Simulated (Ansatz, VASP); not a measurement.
## Two plane-wave programs on SiGe

File INCAR:

```
SYSTEM = SiGe
PREC     = Accurate       ! precision mode
ENCUT    = 520            ! plane-wave cutoff, eV
EDIFF    = 1E-6           ! SCF threshold, eV
ISMEAR   = 0              ! smearing method
SIGMA    = 0.03           ! smearing width, eV
LREAL    = .False.        ! projectors in reciprocal space
LASPH    = .True.         ! aspherical terms in the spheres
NELM     = 100            ! most SCF steps
ALGO     = Normal         ! electronic algorithm
ISIF     = 2              ! what is computed and relaxed
LWAVE    = .False.        ! write WAVECAR
LCHARG   = .False.        ! write CHGCAR
GGA      = PS             ! functional
NBANDS   = 26             ! bands
```

The input KPOINTS:

```
Automatic mesh
0
Gamma
  12 12 6
  0 0 0
```

POSCAR

```
SiGe
1.0
    3.9044512986      0.0000000000      0.0000000000
   -1.9522256493      3.3813540124      0.0000000000
    0.0000000000      0.0000000000      6.4507830000
Si Ge
2 2
Direct
    0.6666666667      0.3333333333      0.9521169705
    0.3333333333      0.6666666667      0.4521169705
    0.6666666667      0.3333333333      0.5003920000
    0.3333333333      0.6666666667      0.0003920000
```

Input for Ansatz:

```yaml
crystal:
  lattice:
    - [3.9044512986, 0.0, 0.0]
    - [-1.9522256493, 3.3813540124, 0.0]
    - [0.0, 0.0, 6.450783]
  atoms:
    - { symbol: Si, position: [0.6666666667, 0.3333333333, 0.9521169705] }
    - { symbol: Si, position: [0.3333333333, 0.6666666667, 0.4521169705] }
    - { symbol: Ge, position: [0.6666666667, 0.3333333333, 0.500392] }
    - { symbol: Ge, position: [0.3333333333, 0.6666666667, 0.000392] }
basis:
  ecutwfc: 420
kpoints:
  mp_grid: { grid: [12, 12, 6] }
hamiltonian:
  xc: pbesol
scf:
  occupations: { method: gaussian, width: 0.03 }
output:
  forces: true
  stress: true
  eigenvalues: true
```

Change from the starting cell: all Si atoms moved +0.500 Å, as atom 1 along Cartesian [0 0 1].

Alike in both runs: task single point; functional PBEsol; k mesh 12 × 12 × 6; occupations gaussian, width 0.03 eV; no spin polarisation.

|  | VASP | Ansatz |
| --- | --- | --- |
| version | VASP 6.6.1 | Ansatz 0.2.0 |
| potentials or method | VASP PAW PBE potentials, release 64 (Si, Ge_d), cutoff 520 eV | scalar-relativistic, plane waves, PAW |
| valence electrons in the cell | 36 | 36 |

```tsv
	VASP	Ansatz	Ansatz less VASP
gap on the k mesh at the Fermi level (eV)	none	none	-
pressure (GPa)	3.4	3.5	+0.04
traceless stress, the component that is largest in VASP (GPa)	-10.25	-10.33	-0.080
rms of the force components (eV/Å)	1.098	1.100	+0.0022
```

VASP's potentials were made for PBE, not for PBEsol. Atom by atom the forces differ by 0.002 eV/Å (rms over components). A gap of «none» marks a metal or a gap that the smearing closes. With one functional, cell and mesh, what is left measures potentials, basis and numerics.
